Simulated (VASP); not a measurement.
Wanted: the native input for a VASP 6.6.1 run.

```yaml
Task: single point
Functional: r2SCAN
Potentials_or_basis: VASP PAW PBE potentials, release 64 (Te, Mo_sv)
Cutoff: 520 eV
k_mesh: 12 × 12 × 2
Occupations: gaussian, width 0.05 eV
Spin: no spin polarisation
Dipole_correction: no
Further_INCAR_settings: ALGO = Normal; EDIFF = 1e-06; NBANDS = 20
```

Te2Mo, a slab with vacuum:

```
Te Mo
1.0
     3.56023    0.00000    0.00000
    -1.78012    3.08325    0.00000
     0.00000    0.00000   17.87454
Te Mo
2 1
Direct
  0.33333 0.66667 0.89786
  0.33333 0.66667 0.10214
  0.00000 0.00000 0.00000
```

This cell differs from its parent crystal: strain +0.0200 x Voigt [0, 0, 1, 0, 0, 0].

One way to write it, as run:

POSCAR

```
Te2Mo
1.0
    3.5602328140      0.0000000000      0.0000000000
   -1.7801164070      3.0832520603      0.0000000000
    0.0000000000      0.0000000000     17.8745389764
Te Mo
2 1
Direct
    0.3333333333      0.6666666667      0.8978554500
    0.3333333333      0.6666666667      0.1021445500
    0.0000000000      0.0000000000      0.0000000000
```

INCAR.step1

```
  ALGO = Normal
  EDIFF = 1E-4
  ENCUT = 520
  GGA = PE
  ISMEAR = 0
  LASPH = True
  LCHARG = False
  LREAL = False
  LWAVE = True
  NBANDS = 20
  NELM = 100
  PREC = Accurate
  SIGMA = 0.05
```

INCAR.step2

```
  ALGO = Normal
  EDIFF = 1E-6
  ENCUT = 520
  ISIF = 2
  ISMEAR = 0
  ISTART = 1
  LASPH = True
  LCHARG = False
  LMIXTAU = True
  LREAL = False
  LWAVE = False
  METAGGA = R2SCAN
  NBANDS = 20
  NELM = 100
  PREC = Accurate
  SIGMA = 0.05
```

KPOINTS

```
k-points
0
Gamma
  12 12 2
```

Potentials or basis: VASP PAW PBE potentials, release 64 (Te, Mo_sv).

Launch:

```console
$ cat potpaw_PBE.64/Te/POTCAR potpaw_PBE.64/Mo_sv/POTCAR > POTCAR
$ cp INCAR.step1 INCAR
$ mpirun -np 1 vasp_std > vasp.out
$ cp INCAR.step2 INCAR
$ mpirun -np 1 vasp_std > vasp.out
```

It gave:

```yaml
Largest_force: 0.468 eV/Å
Band_gap_on_the_k_mesh: 1.16 eV
```

Caveat: the cell differs from its parent crystal (strain +0.0200 x Voigt [0, 0, 1, 0, 0, 0]); the PAW data sets were made with another functional, which shifts forces and pressure a little; spin-orbit coupling is left out, which moves the levels of the heavy elements.

It used 490 s of CPU time on 1 thread of Intel(R) Xeon(R) Platinum 8488C (Sapphire Rapids), on a shared host.
